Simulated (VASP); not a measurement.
# Al2Cu in VASP: a series of runs

The runs below take Al2Cu through single point, with PBE.

Program: VASP 6.6.1. These are calculated values, not measurements. Logs are shortened: lines on timing, memory, paths and dates and some standing lists are left out, and cuts for length are marked.

**1. The cell of the first run**

The structure is orthorhombic, space group Pmm2 (No. 25). The conventional cell has a = 2.885 Å, b = 3.956 Å, c = 3.956 Å, α = 90.00°, β = 90.00°, γ = 90.00°. Al (site symmetry mm2) has 4 Cu at 2.45 Å and 6 Al at 2.77 to 2.88 Å within 3.2 Å. Al (site symmetry mm2) has 4 Cu at 2.41 to 2.48 Å and 6 Al at 2.77 to 2.88 Å within 3.2 Å. Cu (site symmetry mm2) has 8 Al at 2.41 to 2.48 Å and 2 Cu at 2.88 Å within 3.2 Å.

**2. Single point, PBE**

The input, INCAR:

```
SYSTEM = Al2Cu
  PREC = Accurate
  ENCUT = 520
  EDIFF = 1E-7
  ISMEAR = 0
  SIGMA = 0.15
  LREAL = .False.
  LASPH = .True.
  NELM = 60
  ALGO = Fast
  ISIF = 2
  LWAVE = .False.
  LCHARG = .False.
  GGA = PE
  NBANDS = 16
```

The input, KPOINTS:

```
regular mesh
0
Gamma
  10 10 14
  0 0 0
```

The input, POSCAR:

```
Al2Cu
1.0
    3.9563161217      0.0000000000      0.0000000000
    0.0000000000      3.9563161217      0.0000000000
    0.0000000000      0.0000000000      2.8847334069
Al Cu
2 1
Direct
    0.5000000000      0.0019538196      0.5000000000
    0.0000000000      0.4913859260      0.5000000000
    0.0000000000      0.0028279343      0.0000000000
```

Potentials or basis: VASP PAW PBE potentials, release 64 (Al, Cu).

Launch:

```sh
$ cat potpaw_PBE.64/Al/POTCAR potpaw_PBE.64/Cu/POTCAR > POTCAR
$ mpirun -np 1 vasp_std > vasp.out
```

OUTCAR:

```text
SYSTEM = Al2Cu
   PREC = Accurate
   ENCUT = 520
   EDIFF = 1E-7
   ISMEAR = 0
   LREAL = .False.
   LASPH = .True.
   NELM = 60
   ISIF = 2
   GGA = PE

 ion  position               nearest neighbor table
   1  0.500  0.002  0.500-   3 2.45   3 2.45   3 2.45   3 2.45   2 2.77   2 2.77   2 2.83   2 2.83

   2  0.000  0.491  0.500-   3 2.41   3 2.41   3 2.48   3 2.48   1 2.77   1 2.77   1 2.83   1 2.83

   3  0.000  0.003  0.000-   2 2.41   2 2.41   1 2.45   1 2.45   1 2.45   1 2.45   2 2.48   2 2.48

  LATTYP: Found a simple tetragonal cell.
 ALAT       =     3.9563161217
 C/A-ratio  =     0.7291463367

  Lattice vectors:

 A1 = (   3.9563161217,   0.0000000000,   0.0000000000)
 A2 = (   0.0000000000,   3.9563161217,   0.0000000000)
 A3 = (   0.0000000000,   0.0000000000,   2.8847334069)

Analysis of symmetry for initial positions (statically):
=====================================================================
 Subroutine PRICEL returns:
 Original cell was already a primitive cell.

 Routine SETGRP: Setting up the symmetry group for a
 simple tetragonal supercell.

 Subroutine GETGRP returns: Found  4 space group operations
 (whereof  4 operations were pure point group operations)
 out of a pool of 16 trial point group operations.

The static configuration has the point symmetry C_2v.

Analysis of symmetry for dynamics (positions and initial velocities):
=====================================================================
 Subroutine PRICEL returns:
 Original cell was already a primitive cell.

 Routine SETGRP: Setting up the symmetry group for a
 simple tetragonal supercell.

 Subroutine GETGRP returns: Found  4 space group operations
 (whereof  4 operations were pure point group operations)
 out of a pool of 16 trial point group operations.

The dynamic configuration has the point symmetry C_2v.

 Subroutine INISYM returns: Found  4 space group operations
 (whereof  4 operations are pure point group operations),
 and found     1 'primitive' translations

----------------------------------------------------------------------------------------

                                     Primitive cell

  volume of cell :      45.1531

  direct lattice vectors                    reciprocal lattice vectors
     3.956316122  0.000000000  0.000000000     0.252760389  0.000000000  0.000000000
     0.000000000  3.956316122  0.000000000     0.000000000  0.252760389  0.000000000
     0.000000000  0.000000000  2.884733407     0.000000000  0.000000000  0.346652484

  length of vectors
     3.956316122  3.956316122  2.884733407     0.252760389  0.252760389  0.346652484

  position of ions in fractional coordinates (direct lattice)
     0.500000000  0.001953820  0.500000000
     0.000000000  0.491385926  0.500000000
     0.000000000  0.002827934  0.000000000

  ion indices of the primitive-cell ions
   primitive index   ion index
                 1           1
                 2           2
                 3           3

----------------------------------------------------------------------------------------

 KPOINTS: regular mesh

Automatic generation of k-mesh.
 Grid dimensions read from file:
 generate k-points for:   10   10   14

 Generating k-lattice:

  Cartesian coordinates                     Fractional coordinates (reciprocal lattice)
     0.025276039  0.000000000  0.000000000     0.100000000  0.000000000  0.000000000
     0.000000000  0.025276039  0.000000000     0.000000000  0.100000000  0.000000000
     0.000000000  0.000000000  0.024760892     0.000000000  0.000000000  0.071428571

  Length of vectors
     0.025276039  0.025276039  0.024760892

  Shift w.r.t. Gamma in fractional coordinates (k-lattice)
     0.000000000  0.000000000  0.000000000

 Subroutine IBZKPT returns following result:
 ===========================================

 Found    288 irreducible k-points:

 Following reciprocal coordinates:
            Coordinates               Weight
  0.000000  0.000000  0.000000      1.000000
  0.100000  0.000000  0.000000      2.000000
  0.000000  0.100000  0.000000      2.000000
  0.200000  0.000000  0.000000      2.000000
  0.000000  0.200000  0.000000      2.000000
  0.300000  0.000000  0.000000      2.000000
[... 16 lines left out ...]
 -0.200000  0.300000  0.000000      4.000000
  0.400000  0.200000  0.000000      4.000000
 [... further k-points ...]
   k-points           NKPTS =    288   k-points in BZ     NKDIM =    288   number of bands    NBANDS=     16
   number of dos      NEDOS =    301   number of ions     NIONS =      3
   total plane-waves  NPLWV =  21600
   dimension x,y,z NGX =    30 NGY =   30 NGZ =   24
   dimension x,y,z NGXF=    60 NGYF=   60 NGZF=   48
   ions per type =               2   1
   NGX,Y,Z   is equivalent  to a cutoff of  12.61, 12.61, 13.83 a.u.
   NGXF,Y,Z  is equivalent  to a cutoff of  25.21, 25.21, 27.66 a.u.
 SYSTEM =  Al2Cu
   PREC   = accura    normal or accurate (medium, high low for compatibility)
   ISTART =      0    job   : 0-new  1-cont  2-samecut
   ICHARG =      2    charge: 1-file 2-atom 10-const
   ISPIN  =      1    spin polarized calculation?
   LNONCOLLINEAR =      F non collinear calculations
   LSORBIT =      F    spin-orbit coupling
   LASPH  =      T    aspherical Exc in radial PAW
   ENCUT  =  520.0 eV  38.22 Ry    6.18 a.u.   7.36  7.36  5.36*2*pi/ulx,y,z
   NELM   =     60;   NELMIN=  2; NELMDL= -5     # of ELM steps
   EDIFF  = 0.1E-06   stopping-criterion for ELM
   LREAL  =      F    real-space projection
   EDIFFG = 0.1E-05   stopping-criterion for IOM
   NSW    =      0    number of steps for IOM
   IBRION =     -1    ionic relax: 0-MD 1-quasi-New 2-CG
   NFREE  =      0    steps in history (QN), initial steepest desc. (CG)
   ISIF   =      2    stress and relaxation
   ISYM   =      2    0-nonsym 1-usesym 2-fastsym
   POTIM  = 0.5000    time-step for ionic-motion
   TEBEG  =    0.0;   TEEND  =   0.0 temperature during run
   PSTRESS=    0.0 pullay stress
   NELECT =      17.0000    total number of electrons
   NUPDOWN=      -1.0000    fix difference up-down
   EMIN   =  10.00;   EMAX   =-10.00  energy-range for DOS
   EFERMI =   0.00;   METHOD = LEGACY
   ISMEAR =     0;   SIGMA  =   0.15  broadening in eV -4-tet -1-fermi 0-gaus
   EFERMI_NEDOS =   21; number of points for ismear=-14 and -15
   IALGO  =     68    algorithm
   IMIX   =      4    mixing-type and parameters
     AMIX     =   0.40;   BMIX     =  1.00
     AMIX_MAG =   1.60;   BMIX_MAG =  1.00
  volume/ion in A,a.u.               =      15.05       101.57
  Fermi-wavevector in a.u.,A,eV,Ry     =   1.182121  2.233885 19.012917  1.397410
  Thomas-Fermi vector in A             =   2.318381
   LORBIT       =      0    0 simple, 1 ext, 2 COOP (PROOUT), +10 PAW based schemes
   GGA     = PE    functional components
   LHFCALC =     F    Hartree Fock is set to
   AEXX    =    0.0000 exact exchange contribution
   IVDW    =     0    specifies the selected vdW correction
   LEPSILON=     F    determine dielectric tensor
   LRPA    =     F    only Hartree local field effects (RPA)
 non-spin polarized calculation
 RMM-DIIS sequential band-by-band and
 Gauss-broadening in eV      SIGMA  =   0.15
  energy-cutoff  :      520.00
  volume of cell :       45.15
 maximum number of plane-waves:      1238
 NGX is ok and might be reduce to    30
   NGX = 15   NGY = 15   NGZ = 11

 number of electron      17.0000013 magnetization

 Free energy of the ion-electron system (eV)
  ---------------------------------------------------
  ext. energy  EPLUGINS =         0.00000000
  ---------------------------------------------------
  free energy    TOTEN  =       -11.16671720 eV

  energy without entropy =      -11.15721282  energy(sigma->0) =      -11.16196501

 E-fermi :   7.8610     XC(G=0): -10.7066

 val. band max:        7.8237514617   @ k =   0.4000   0.2000   0.2857
 cond. band min:       7.8847029305   @ k =   0.2000   0.2000   0.5000
 fundamental gap:      0.0609514688
 Fermi energy:         7.8610323445

 k-point     1 :       0.0000    0.0000    0.0000
  band No.  band energies     occupation
      1      -3.0859      2.00000
      2       2.3207      2.00000
      3       2.7089      2.00000
      4       3.4574      2.00000
      5       3.5867      2.00000
      6       3.5888      2.00000
[... 8 lines left out ...]
     15      15.3526      0.00000
     16      20.7126      0.00000

 k-point     2 :       0.1000    0.0000    0.0000
  band No.  band energies     occupation
      1      -2.9948      2.00000
      2       2.2793      2.00000
      3       2.6902      2.00000
      4       3.4299      2.00000
      5       3.5846      2.00000
      6       3.5874      2.00000
[... 8 lines left out ...]
     15      16.8987      0.00000
     16      20.2782      0.00000

 k-point     3 :       0.0000    0.1000    0.0000
  band No.  band energies     occupation
      1      -2.9949      2.00000
      2       2.2794      2.00000
      3       2.6904      2.00000
      4       3.4300      2.00000
      5       3.5825      2.00000
      6       3.5894      2.00000
[... 8 lines left out ...]
     15      16.8971      0.00000
     16      20.2797      0.00000

 k-point     4 :       0.2000    0.0000    0.0000
  band No.  band energies     occupation
      1      -2.7253      2.00000
      2       2.0250      2.00000
      3       2.6561      2.00000
      4       3.3646      2.00000
      5       3.5737      2.00000
      6       3.5891      2.00000
[... 8 lines left out ...]
     15      18.8009      0.00000
     16      19.3289      0.00000
[... 324 lines left out ...]
 k-point    22 :       0.3000    0.2000    0.0000
  band No.  band energies     occupation
      1      -1.9308      2.00000
      2       1.5871      2.00000
      3       2.4431      2.00000
      4       3.1321      2.00000
      5       3.5636      2.00000
      6       3.5772      2.00000
[... 8 lines left out ...]
     15      18.5445      0.00000
     16      20.0183      0.00000

 k-point    23 :      -0.2000    0.3000    0.0000
  band No.  band energies     occupation
      1      -1.9315      2.00000
      2       1.5904      2.00000
      3       2.4425      2.00000
      4       3.1319      2.00000
      5       3.5616      2.00000
      6       3.5792      2.00000
[... 8 lines left out ...]
     15      18.5491      0.00000
     16      20.0256      0.00000

 k-point    24 :       0.4000    0.2000    0.0000
  band No.  band energies     occupation
      1      -1.3867      2.00000
      2       0.7888      2.00000
      3       2.5503      2.00000
      4       3.0864      2.00000
      5       3.4844      2.00000
      6       3.5533      2.00000
[... 8 lines left out ...]
     15      17.6848      0.00000
     16      19.7611      0.00000

 [... further k-points ...]
[... 5 lines left out ...]
  --------------------------------------------------------------------------------------
  -------------------------------------------------------------------------------------
  Total        3.0770589      3.1030969      1.6918698      0.0000000      0.0000000      0.0000000
  in kB      109.1839348    110.1078447     60.0329757      0.0000000      0.0000000      0.0000000
  external PRESSURE =      93.1082517 kB  Pullay stress =       0.0000000 kB

 VOLUME and BASIS-vectors are now :
 -----------------------------------------------------------------------------
  energy-cutoff  :      520.00
  volume of cell :       45.15
      direct lattice vectors                 reciprocal lattice vectors
     3.956316122  0.000000000  0.000000000     0.252760389  0.000000000  0.000000000
     0.000000000  3.956316122  0.000000000     0.000000000  0.252760389  0.000000000
     0.000000000  0.000000000  2.884733407     0.000000000  0.000000000  0.346652484

 POSITION                                       TOTAL-FORCE (eV/Angst)
 -----------------------------------------------------------------------------------
      1.97816      0.00773      1.44237         0.000000     -0.139857      0.000000
      0.00000      1.94408      1.44237         0.000000      0.538736      0.000000
      0.00000      0.01119      0.00000         0.000000     -0.398879      0.000000
 -----------------------------------------------------------------------------------
    total drift:                               -0.000000     -0.001333      0.000014

  FREE ENERGIE OF THE ION-ELECTRON SYSTEM (eV)
  ---------------------------------------------------
  free  energy   TOTEN  =       -11.1667172030 eV

  energy  without entropy=      -11.1572128183  energy(sigma->0) =      -11.16196501
```

It took 2.4 min on 1 thread of Intel Xeon Platinum 8559C (Emerald Rapids), shared host; peak memory 0.3 GiB.

What came out:

```yaml
Free_energy: -11.1667 eV
Pressure: 9.3 GPa
Largest_force: 0.539 eV/Å
```

Forces on the atoms (eV/Å):
```
Al   0.000 -0.140  0.000
Al   0.000  0.539  0.000
Cu   0.000 -0.399  0.000
```

**3. Single point, PBE**

This run uses another cell than the first one, of 16.77 Å³/atom, 1.114 times its volume.

The input, INCAR:

```
ALGO     = Normal         # electronic algorithm
EDIFF    = 1E-6           # SCF threshold, eV
ENCUT    = 520            # plane-wave cutoff, eV
GGA      = PE             # functional
ISIF     = 2              # what is computed and relaxed
ISMEAR   = 0              # smearing method
LASPH    = True           # aspherical terms in the spheres
LCHARG   = True           # write CHGCAR
LELF     = True           # ELF
LREAL    = False          # projectors in reciprocal space
LVHAR    = True         
LWAVE    = False          # write WAVECAR
NBANDS   = 16             # bands
NELM     = 100            # most SCF steps
PREC     = Accurate       # precision mode
SIGMA    = 0.15           # smearing width, eV
```

The input, KPOINTS:

```
k-points
0
Gamma
  10 10 14
```

The input, POSCAR:

```
Al2Cu
1.0
    4.1759740897      0.0000000000      0.0000000000
    0.0000000000      4.1759740897      0.0000000000
    0.0000000000      0.0000000000      2.8847334069
Al Cu
2 1
Direct
    0.5000000000      0.0000000000      0.5000000000
    0.0000000000      0.5000000000      0.5000000000
    0.0000000000      0.0000000000      0.0000000000
```

Potentials or basis: VASP PAW PBE potentials, release 64 (Al, Cu).

Launch:

```sh
$ cat potpaw_PBE.64/Al/POTCAR potpaw_PBE.64/Cu/POTCAR > POTCAR
$ mpirun -np 1 vasp_std > vasp.out
```

It took 46 s on 1 thread of Intel Xeon Platinum 8559C (Emerald Rapids), shared host; peak memory 0.26 GiB.

The run converged. Its results:

```yaml
Free_energy: -11.2919 eV
Pressure: -2.1 GPa
```

Stress tensor (GPa, compression positive):
```
-2.33  0.00  0.00
 0.00 -2.33  0.00
 0.00  0.00 -1.65
```

Levels at points of the mesh, in eV from the Fermi level:
```csv
k point,band 6,band 7,band 8,band 9,band 10,band 11,band 12,band 13
"(0.00, 0.00, 0.00)",-3.89,-2.38,-2.38,-0.35,0.86,5.81,5.81,6.25
"(0.50, 0.00, 0.00)",-3.92,-3.89,-1.11,1.45,1.61,1.63,7.60,8.14
"(0.50, 0.50, 0.00)",-4.10,-3.91,-3.91,-2.36,8.41,8.41,9.32,9.52
"(0.00, 0.00, 0.50)",-3.94,-2.87,2.28,2.49,2.49,2.77,2.77,3.21
"(0.50, 0.00, 0.50)",-4.00,-2.93,-2.34,-1.63,3.62,3.94,4.27,4.71
"(0.50, 0.50, 0.50)",-3.29,-2.21,-2.21,-0.74,-0.74,-0.13,-0.13,2.48
```
